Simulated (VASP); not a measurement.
# FeNi3 (Pm-3m) in VASP: single point with PBE

Aim: the single point of FeNi3 with PBE.

Program: VASP 6.6.1. These are calculated values, not measurements. Logs are shortened: lines on timing, memory, paths and dates and some standing lists are left out, and cuts for length are marked.

## 1. The cell of the first run

It takes space group Pm-3m (No. 221, cubic). Conventional cell: a = 3.543 Å, b = 3.543 Å, c = 3.543 Å, α = 90.00°, β = 90.00°, γ = 90.00°. Within 3.3 Å of Fe (site symmetry m-3m) lie 12 Ni at 2.51 Å. Ni (site symmetry 4/mmm) has 4 Fe at 2.51 Å and 8 Ni at 2.51 Å within 3.3 Å.

## 2. Single point, PBE, collinear spin, ferromagnetic start

The input, POSCAR:

```
FeNi3
1.0
    3.5433718917      0.0000000000      0.0000000000
    0.0000000000      3.5433718917      0.0000000000
    0.0000000000      0.0000000000      3.5433718917
Fe Ni
1 3
Direct
    0.0000000000      0.0000000000      0.0000000000
    0.0000000000      0.5000000000      0.5000000000
    0.5000000000      0.0000000000      0.5000000000
    0.5000000000      0.5000000000      0.0000000000
```

The input, INCAR.step1:

```
SYSTEM = FeNi3
PREC     = Accurate       ! precision mode
ENCUT    = 520            ! plane-wave cutoff, eV
EDIFF    = 1E-6           ! SCF threshold, eV
ISMEAR   = 0              ! smearing method
SIGMA    = 0.05           ! smearing width, eV
LREAL    = .FALSE.        ! projectors in reciprocal space
LASPH    = .TRUE.         ! aspherical terms in the spheres
NELM     = 150            ! most SCF steps
ALGO     = Normal         ! electronic algorithm
ISIF     = 2              ! what is computed and relaxed
LWAVE    = .FALSE.        ! write WAVECAR
LCHARG   = .TRUE.         ! write CHGCAR
ISPIN    = 2              ! spin polarisation
MAGMOM   = 3.2 0.75 0.75 0.75 ! initial moments
LMAXMIX  = 4              ! l up to which the mixer works
GGA      = PE             ! functional
NBANDS   = 31             ! bands
```

The input, KPOINTS.step1:

```
Automatic mesh
0
G
  12 12 12
  0 0 0
```

The input, INCAR.step2:

```
SYSTEM = FeNi3
PREC     = Accurate       ! precision mode
ENCUT    = 520            ! plane-wave cutoff, eV
EDIFF    = 1E-6           ! SCF threshold, eV
ISMEAR   = -5             ! smearing method
SIGMA    = 0.05           ! smearing width, eV
LREAL    = .FALSE.        ! projectors in reciprocal space
LASPH    = .TRUE.         ! aspherical terms in the spheres
NELM     = 150            ! most SCF steps
ALGO     = Normal         ! electronic algorithm
ISIF     = 2              ! what is computed and relaxed
LWAVE    = .FALSE.        ! write WAVECAR
LCHARG   = .FALSE.        ! write CHGCAR
ISPIN    = 2              ! spin polarisation
MAGMOM   = 3.2 0.75 0.75 0.75 ! initial moments
LORBIT   = 10             ! projections on sites
LMAXMIX  = 4              ! l up to which the mixer works
GGA      = PE             ! functional
NBANDS   = 31             ! bands
NEDOS    = 2001           ! points of the DOS
ICHARG   = 11             ! starting density
```

The input, KPOINTS.step2:

```
Automatic mesh
0
G
  18 18 18
  0 0 0
```

Potentials or basis: VASP PAW PBE potentials, release 64 (Fe, Ni).

Started as:

```console
> cat potpaw_PBE.64/Fe/POTCAR potpaw_PBE.64/Ni/POTCAR > POTCAR
> cp INCAR.step1 INCAR
> cp KPOINTS.step1 KPOINTS
> mpirun -np 1 vasp_std > vasp.out
> cp INCAR.step2 INCAR
> cp KPOINTS.step2 KPOINTS
> mpirun -np 1 vasp_std > vasp.out
```

OUTCAR:

```text
SYSTEM = FeNi3
   PREC = Accurate
   ENCUT = 520
   EDIFF = 1E-6
   ISMEAR = -5
   LREAL = .FALSE.
   LASPH = .TRUE.
   NELM = 150
   ISIF = 2
   ISPIN = 2
   LORBIT = 10
   GGA = PE
   ICHARG = 11

 ion  position               nearest neighbor table
   1  0.000  0.000  0.000-   2 2.51   3 2.51   4 2.51   2 2.51   3 2.51   2 2.51   4 2.51   2 2.51
                             3 2.51   4 2.51   3 2.51   4 2.51
   2  0.000  0.500  0.500-   1 2.51   3 2.51   4 2.51   1 2.51   4 2.51   1 2.51   3 2.51   1 2.51
                             3 2.51   4 2.51   4 2.51   3 2.51
   3  0.500  0.000  0.500-   1 2.51   2 2.51   4 2.51   1 2.51   4 2.51   2 2.51   4 2.51   4 2.51
                             1 2.51   2 2.51   1 2.51   2 2.51
   4  0.500  0.500  0.000-   1 2.51   2 2.51   3 2.51   2 2.51   3 2.51   1 2.51   3 2.51   3 2.51
                             1 2.51   2 2.51   2 2.51   1 2.51

  LATTYP: Found a simple cubic cell.
 ALAT       =     3.5433718917

  Lattice vectors:

 A1 = (   3.5433718917,   0.0000000000,   0.0000000000)
 A2 = (   0.0000000000,   3.5433718917,   0.0000000000)
 A3 = (   0.0000000000,   0.0000000000,   3.5433718917)

Analysis of symmetry for initial positions (statically):
=====================================================================
 Subroutine PRICEL returns:
 Original cell was already a primitive cell.

 Routine SETGRP: Setting up the symmetry group for a
 simple cubic supercell.

 Subroutine GETGRP returns: Found 48 space group operations
 (whereof 48 operations were pure point group operations)
 out of a pool of 48 trial point group operations.

The static configuration has the point symmetry O_h .

Analysis of symmetry for dynamics (positions and initial velocities):
=====================================================================
 Subroutine PRICEL returns:
 Original cell was already a primitive cell.

 Routine SETGRP: Setting up the symmetry group for a
 simple cubic supercell.

 Subroutine GETGRP returns: Found 48 space group operations
 (whereof 48 operations were pure point group operations)
 out of a pool of 48 trial point group operations.

The dynamic configuration has the point symmetry O_h .

Analysis of structural, dynamic, and magnetic symmetry:
=====================================================================
 Subroutine PRICEL returns:
 Original cell was already a primitive cell.

 Routine SETGRP: Setting up the symmetry group for a
 simple cubic supercell.

 Subroutine GETGRP returns: Found 48 space group operations
 (whereof 48 operations were pure point group operations)
 out of a pool of 48 trial point group operations.

The overall configuration has the point symmetry O_h .

 Subroutine INISYM returns: Found 48 space group operations
 (whereof 48 operations are pure point group operations),
 and found     1 'primitive' translations

----------------------------------------------------------------------------------------

                                     Primitive cell

  volume of cell :      44.4888

  direct lattice vectors                    reciprocal lattice vectors
     3.543371892  0.000000000  0.000000000     0.282217061  0.000000000  0.000000000
     0.000000000  3.543371892  0.000000000     0.000000000  0.282217061  0.000000000
     0.000000000  0.000000000  3.543371892     0.000000000  0.000000000  0.282217061

  length of vectors
     3.543371892  3.543371892  3.543371892     0.282217061  0.282217061  0.282217061

  position of ions in fractional coordinates (direct lattice)
     0.000000000  0.000000000  0.000000000
     0.000000000  0.500000000  0.500000000
     0.500000000  0.000000000  0.500000000
     0.500000000  0.500000000  0.000000000

  ion indices of the primitive-cell ions
   primitive index   ion index
                 1           1
                 2           2
                 3           3
                 4           4

----------------------------------------------------------------------------------------

 KPOINTS: Automatic mesh

Automatic generation of k-mesh.
 Grid dimensions read from file:
 generate k-points for:   18   18   18

 Generating k-lattice:

  Cartesian coordinates                     Fractional coordinates (reciprocal lattice)
     0.015678726  0.000000000  0.000000000     0.055555556  0.000000000  0.000000000
     0.000000000  0.015678726  0.000000000     0.000000000  0.055555556  0.000000000
     0.000000000  0.000000000  0.015678726     0.000000000  0.000000000  0.055555556

  Length of vectors
     0.015678726  0.015678726  0.015678726

  Shift w.r.t. Gamma in fractional coordinates (k-lattice)
     0.000000000  0.000000000  0.000000000

 TETIRR: Found   2900 inequivalent tetrahedra from    34992

 Subroutine IBZKPT returns following result:
 ===========================================

 Found    220 irreducible k-points:

 Following reciprocal coordinates:
            Coordinates               Weight
  0.000000  0.000000  0.000000      1.000000
  0.055556  0.000000  0.000000      6.000000
  0.111111  0.000000  0.000000      6.000000
  0.166667  0.000000  0.000000      6.000000
  0.222222  0.000000  0.000000      6.000000
  0.277778  0.000000  0.000000      6.000000
[... 16 lines left out ...]
  0.277778  0.111111  0.000000     24.000000
  0.333333  0.111111  0.000000     24.000000
 [... further k-points ...]
   k-points           NKPTS =    220   k-points in BZ     NKDIM =    220   number of bands    NBANDS=     31
   number of dos      NEDOS =   2001   number of ions     NIONS =      4
   total plane-waves  NPLWV =  21952
   dimension x,y,z NGX =    28 NGY =   28 NGZ =   28
   dimension x,y,z NGXF=    56 NGYF=   56 NGZF=   56
   ions per type =               1   3
   NGX,Y,Z   is equivalent  to a cutoff of  13.14, 13.14, 13.14 a.u.
   NGXF,Y,Z  is equivalent  to a cutoff of  26.27, 26.27, 26.27 a.u.
 SYSTEM =  FeNi3
   PREC   = accura    normal or accurate (medium, high low for compatibility)
   ISTART =      0    job   : 0-new  1-cont  2-samecut
   ICHARG =     11    charge: 1-file 2-atom 10-const
   ISPIN  =      2    spin polarized calculation?
   LNONCOLLINEAR =      F non collinear calculations
   LSORBIT =      F    spin-orbit coupling
   LASPH  =      T    aspherical Exc in radial PAW
   ENCUT  =  520.0 eV  38.22 Ry    6.18 a.u.   6.59  6.59  6.59*2*pi/ulx,y,z
   NELM   =    150;   NELMIN=  2; NELMDL=  0     # of ELM steps
   EDIFF  = 0.1E-05   stopping-criterion for ELM
   LREAL  =      F    real-space projection
   EDIFFG = 0.1E-04   stopping-criterion for IOM
   NSW    =      0    number of steps for IOM
   IBRION =     -1    ionic relax: 0-MD 1-quasi-New 2-CG
   NFREE  =      0    steps in history (QN), initial steepest desc. (CG)
   ISIF   =      2    stress and relaxation
   ISYM   =      2    0-nonsym 1-usesym 2-fastsym
   POTIM  = 0.5000    time-step for ionic-motion
   TEBEG  =    0.0;   TEEND  =   0.0 temperature during run
   PSTRESS=    0.0 pullay stress
   NELECT =      38.0000    total number of electrons
   NUPDOWN=      -1.0000    fix difference up-down
   EMIN   =  10.00;   EMAX   =-10.00  energy-range for DOS
   EFERMI =   0.00;   METHOD = LEGACY
   ISMEAR =    -5;   SIGMA  =   0.05  broadening in eV -4-tet -1-fermi 0-gaus
   EFERMI_NEDOS =   21; number of points for ismear=-14 and -15
   IALGO  =     38    algorithm
   IMIX   =      4    mixing-type and parameters
     AMIX     =   0.40;   BMIX     =  1.00
     AMIX_MAG =   1.60;   BMIX_MAG =  1.00
  volume/ion in A,a.u.               =      11.12        75.06
  Fermi-wavevector in a.u.,A,eV,Ry     =   1.553290  2.935293 32.826922  2.412711
  Thomas-Fermi vector in A             =   2.657542
   LORBIT       =     10    0 simple, 1 ext, 2 COOP (PROOUT), +10 PAW based schemes
   GGA     = PE    functional components
   LHFCALC =     F    Hartree Fock is set to
   AEXX    =    0.0000 exact exchange contribution
   IVDW    =     0    specifies the selected vdW correction
   LEPSILON=     F    determine dielectric tensor
   LRPA    =     F    only Hartree local field effects (RPA)
 spin polarized calculation
 Fermi weights with tetrahedron method with Bloechl corrections
  energy-cutoff  :      520.00
  volume of cell :       44.49
 maximum number of plane-waves:      1222
 NGX is ok and might be reduce to    28

 number of electron      37.9999984 magnetization       4.7907562

 Free energy of the ion-electron system (eV)
  ---------------------------------------------------
  ext. energy  EPLUGINS =         0.00000000
  ---------------------------------------------------
  free energy    TOTEN  =       -24.99845788 eV

  energy without entropy =      -24.99845788  energy(sigma->0) =      -24.99845788

 E-fermi :   8.5830     XC(G=0): -13.1515

 val. band max:        8.6165541612   @ k =   0.5000   0.4444   0.2778
 cond. band min:       8.5213492409   @ k =   0.2222   0.0000   0.0000
 fundamental gap:     -0.0952049203
 Fermi energy:         8.5830499964

 spin component 1

 k-point     1 :       0.0000    0.0000    0.0000
  band No.  band energies     occupation
      1      -0.4887      1.00000
      2       3.2891      1.00000
      3       3.2891      1.00000
      4       3.9611      1.00000
      5       4.0266      1.00000
      6       4.0266      1.00000
[... 805 lines left out ...]
     30      22.1882      0.00000
     31      23.7340      0.00000

 [... further k-points ...]

 spin component 2

 k-point     1 :       0.0000    0.0000    0.0000
  band No.  band energies     occupation
      1      -0.4438      1.00000
      2       4.3343      1.00000
      3       4.3343      1.00000
      4       4.3403      1.00000
      5       5.0322      1.00000
      6       5.0322      1.00000
[... 805 lines left out ...]
     30      22.5438      0.00000
     31      24.0105      0.00000

 [... further k-points ...]

------------------------ aborting loop because EDIFF is reached ----------------------------------------

  FORCE on cell =-STRESS in cart. coord.  units (eV):
  Direction    XX          YY          ZZ          XY          YZ          ZX
  --------------------------------------------------------------------------------------
  -------------------------------------------------------------------------------------
  Total        0.3703748      0.3703748      0.3703748      0.0000000      0.0000000      0.0000000
  in kB       13.3383404     13.3383404     13.3383404      0.0000000      0.0000000      0.0000000
  external PRESSURE =      13.3383404 kB  Pullay stress =       0.0000000 kB

 VOLUME and BASIS-vectors are now :
 -----------------------------------------------------------------------------
  energy-cutoff  :      520.00
  volume of cell :       44.49
      direct lattice vectors                 reciprocal lattice vectors
     3.543371892  0.000000000  0.000000000     0.282217061  0.000000000  0.000000000
     0.000000000  3.543371892  0.000000000     0.000000000  0.282217061  0.000000000
     0.000000000  0.000000000  3.543371892     0.000000000  0.000000000  0.282217061

 POSITION                                       TOTAL-FORCE (eV/Angst)
 -----------------------------------------------------------------------------------
      0.00000      0.00000      0.00000         0.000000      0.000000      0.000000
      0.00000      1.77169      1.77169         0.000000      0.000000      0.000000
      1.77169      0.00000      1.77169         0.000000      0.000000      0.000000
      1.77169      1.77169      0.00000         0.000000      0.000000      0.000000
 -----------------------------------------------------------------------------------
    total drift:                               -0.000000      0.000000      0.000000

  FREE ENERGIE OF THE ION-ELECTRON SYSTEM (eV)
  ---------------------------------------------------
  free  energy   TOTEN  =       -24.9984578822 eV

  energy  without entropy=      -24.9984578822  energy(sigma->0) =      -24.99845788

 total charge

# of ion       s       p       d       tot
------------------------------------------
    1        0.474   0.502   6.113   7.089
    2        0.504   0.510   8.325   9.338
    3        0.504   0.510   8.325   9.338
    4        0.504   0.510   8.325   9.338
--------------------------------------------------
tot          1.985   2.032  31.088  35.104

 magnetization (x)

# of ion       s       p       d       tot
------------------------------------------
    1        0.012   0.000   2.890   2.902
    2       -0.016  -0.044   0.689   0.630
    3       -0.016  -0.044   0.689   0.630
    4       -0.016  -0.044   0.689   0.630
--------------------------------------------------
tot         -0.035  -0.131   4.958   4.792
```

Run time: 6.3 min. Hardware: 1 thread of Intel Xeon Platinum 8488C (Sapphire Rapids), shared host; peak memory 0.51 GiB.

Results:

```yaml
Net_moment: 4.79 μB per cell
Site_moments: Fe +2.90; Ni +0.63 μB
Valence_electrons_inside_the_program's_atomic_spheres: Fe 7.09; Ni 9.34
```

Levels at points of the mesh, in eV from the Fermi level:
Spin up:
| k point | band 18 | band 19 | band 20 | band 21 | band 22 | band 23 | band 24 | band 25 |
| --- | --- | --- | --- | --- | --- | --- | --- | --- |
| (0.00, 0.00, 0.00) | -0.72 | -0.63 | -0.63 | -0.63 | 2.25 | 2.25 | 2.25 | 8.85 |
| (0.50, 0.00, 0.00) | -1.54 | -1.42 | -1.05 | -0.72 | -0.63 | 7.49 | 7.49 | 7.53 |
| (0.50, 0.50, 0.00) | -1.72 | -1.52 | -1.48 | 0.74 | 0.74 | 0.78 | 0.79 | 11.15 |
| (0.50, 0.50, 0.50) | -0.80 | -0.80 | -0.80 | -0.50 | -0.50 | -0.50 | -0.37 | 5.43 |
Spin down:
```tsv
k point	band 14	band 15	band 16	band 17	band 18	band 19	band 20	band 21
(0.00, 0.00, 0.00)	0.28	0.28	0.28	0.99	0.99	1.25	1.25	1.25
(0.50, 0.00, 0.00)	-0.95	-0.86	-0.41	-0.13	-0.13	0.28	0.51	0.61
(0.50, 0.50, 0.00)	-1.22	-1.20	-0.80	-0.66	0.16	0.16	0.40	1.41
(0.50, 0.50, 0.50)	-0.45	-0.45	-0.45	0.06	0.06	0.06	0.79	0.79
```

Caveat: tetrahedron occupations give inexact forces and stress in metals.
